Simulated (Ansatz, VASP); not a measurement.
## One calculation of Be5ZnTe6, two programs

```
Be Zn Te
1.0
     4.05711    0.00000    0.00000
     0.00000    4.05711    0.00000
     0.00000    0.00000   17.32445
Be Zn Te
5 1 6
Direct
  0.00000 0.00000 0.82376
  0.00000 0.00000 0.17624
  0.50000 0.50000 0.33825
  0.00000 0.00000 0.50000
  0.50000 0.50000 0.66175
  0.50000 0.50000 0.00000
  0.50000 0.00000 0.09635
  0.00000 0.50000 0.25733
  0.50000 0.00000 0.41914
  0.00000 0.50000 0.58086
  0.50000 0.00000 0.74267
  0.00000 0.50000 0.90365
```

Alike in both runs: task single point; functional PBE; k mesh 4 × 4 × 1; occupations gaussian, width 0.1 eV; no spin polarisation.

|  | VASP | Ansatz |
| --- | --- | --- |
| version | VASP 6.6.1 | Ansatz 0.2.0 |
| potentials or method | VASP PAW PBE potentials, release 64 (Be, Zn, Te), cutoff 520 eV | scalar-relativistic, plane waves, PAW |
| valence electrons in the cell | 58 | 118 |

|  | VASP | Ansatz | Ansatz less VASP |
| --- | --- | --- | --- |
| gap on the k mesh at the Fermi level (eV) | 1.92 | 1.93 | +0.012 |
| least direct gap on the mesh (eV) | 1.92 | 1.93 | +0.012 |
| pressure (GPa) | 0.3 | 0.2 | -0.13 |
| traceless stress, the component that is largest in VASP (GPa) | -0.40 | -0.40 | +0.002 |
| rms of the force components (eV/Å) | 0.006 | 0.006 | -0.0001 |

Atom by atom the forces differ by 0.000 eV/Å (rms over components). VASP's potentials hold 58 valence electrons a cell and Ansatz's 118, so a difference there can come from the potentials and not from the codes.

Spin-orbit coupling is off throughout.
